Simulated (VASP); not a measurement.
Dy5C: relaxation of cell and atoms with PBE

Dy5C:

```
Dy C
1.0
     3.62052    0.00000    0.00000
     0.00000    5.80175    0.00000
     0.00000    0.00000    6.80212
Dy C
5 1
Direct
  0.00000 0.00000 0.80338
  0.00000 0.00000 0.19662
  0.00000 0.27600 0.50000
  0.00000 0.72400 0.50000
  0.50000 0.00000 0.50000
  0.00000 0.50000 0.00000
```

The cell was generated, and may not be a known phase.

```yaml
Program: VASP 6.6.1
Task: relaxation of cell and atoms
Functional: PBE
Potentials_or_basis: VASP PAW PBE potentials, release 64 (Dy_3, C), 4f in core
Cutoff: 600 eV
k_mesh: 5 × 3 × 3
Occupations: gaussian, width 0.2 eV
Spin: no spin polarisation
Dipole_correction: no
Further_INCAR_settings: ALGO = Normal; EDIFF = 1e-07; IBRION = 2; EDIFFG = -0.08; NSW = 36; ISIF = 3
```

```
Relaxed volume                        : 39.83 Å³/atom
Relaxed cell                          : a = 3.371 Å, b = 8.413 Å, c = 8.427 Å, α = 90.00°, β = 90.00°, γ = 90.00°
Space group after relaxing (to 0.1 Å) : P4/mmm (No. 123)
Energy gained by relaxing             : 1420.5 meV/atom
Ionic steps                           : 24
Pressure after relaxing               : 0.0 GPa
Largest force after relaxing          : 0.014 eV/Å
Band gap on the k mesh                : zero (an odd number of electrons rules out a gap without spin polarisation)
```

Forces on the atoms (eV/Å):
```
Dy   0.000  0.000 -0.014
Dy   0.000  0.000  0.014
Dy   0.000 -0.004  0.000
Dy   0.000  0.004  0.000
Dy   0.000  0.000  0.000
C    0.000  0.000  0.000
```

Stress tensor (GPa, compression positive):
```
 0.02  0.00  0.00
 0.00 -0.11  0.00
 0.00  0.00  0.06
```

The path:
| step | energy change (eV) | largest force (eV/Å) | pressure (GPa) | volume (Å³) |
| --- | --- | --- | --- | --- |
| 1 | 0.0000 | 6.7319 | 28.48 | 142.88 |
| 2 | -4.9553 | 6.9766 | 0.18 | 249.20 |
| 3 | -6.3618 | 2.4597 | 3.70 | 202.17 |
| 4 | -7.0573 | 0.5417 | 0.32 | 229.75 |
| 5 | -7.0891 | 0.4714 | -0.04 | 235.44 |
| 6 | -7.0892 | 0.6189 | -0.64 | 247.08 |
| 7 | -7.0988 | 0.4876 | -0.39 | 241.77 |
| 8 | -7.2366 | 0.5559 | -0.32 | 241.00 |
| 9 | -7.5492 | 0.7539 | 0.18 | 238.28 |
| 10 | -7.8938 | 0.8582 | 2.13 | 228.92 |
| 11 | -7.9131 | 0.9597 | 1.51 | 231.44 |
| 12 | -7.9147 | 0.9088 | 1.82 | 230.13 |
| 13 | -7.9607 | 0.7843 | 1.78 | 230.96 |
| 14 | -8.0277 | 0.6921 | 1.74 | 233.25 |
| 15 | -8.0896 | 0.6630 | 1.47 | 234.91 |
| 16 | -8.2390 | 0.5721 | 0.70 | 239.92 |
| 17 | -8.3911 | 0.3725 | -0.59 | 249.88 |
| 18 | -8.4032 | 0.2992 | -0.95 | 253.19 |
| 19 | -8.4411 | 0.3003 | -0.79 | 250.70 |
| 20 | -8.5092 | 0.2613 | -0.27 | 243.20 |
| 21 | -8.5151 | 0.2209 | 0.00 | 239.98 |
| 22 | -8.5152 | 0.2258 | -0.03 | 240.30 |
| 23 | -8.5191 | 0.1519 | -0.02 | 239.89 |
| 24 | -8.5227 | 0.0136 | -0.01 | 238.97 |

Final structure:
```
Dy C
1.0
     3.37088    0.00000    0.00000
     0.00000    8.41256    0.00000
     0.00000    0.00000    8.42688
Dy C
5 1
Direct
  0.00000 0.00000 0.81674
  0.00000 0.00000 0.18326
  0.00000 0.31662 0.50000
  0.00000 0.68338 0.50000
  0.50000 0.00000 0.50000
  0.00000 0.50000 0.00000
```

Levels at points of the mesh, in eV from the Fermi level:
| k point | band 22 | band 23 | band 24 | band 25 | band 26 | band 27 | band 28 | band 29 |
| --- | --- | --- | --- | --- | --- | --- | --- | --- |
| (0.00, 0.00, 0.00) | -0.98 | -0.66 | -0.65 | 0.09 | 0.19 | 0.19 | 0.42 | 0.90 |

Run time: 15 min on 1 thread of AMD EPYC 9R45 96-Core Processor (Zen 5), on a shared host, peak memory 0.27 GiB.

Caveat: the k points lie up to 0.37 Å⁻¹ apart in the final cell, too coarse for converged energies and pressures of a metal; the volume moved by over 15 % at a fixed basis, so the end points are rough; spin-orbit coupling is left out, which moves the levels of the heavy elements; the 4f electrons are frozen in the core, so they carry no moment and show no levels. Spin polarisation is off, so any magnetic state and its effect on volume and gap are missing.
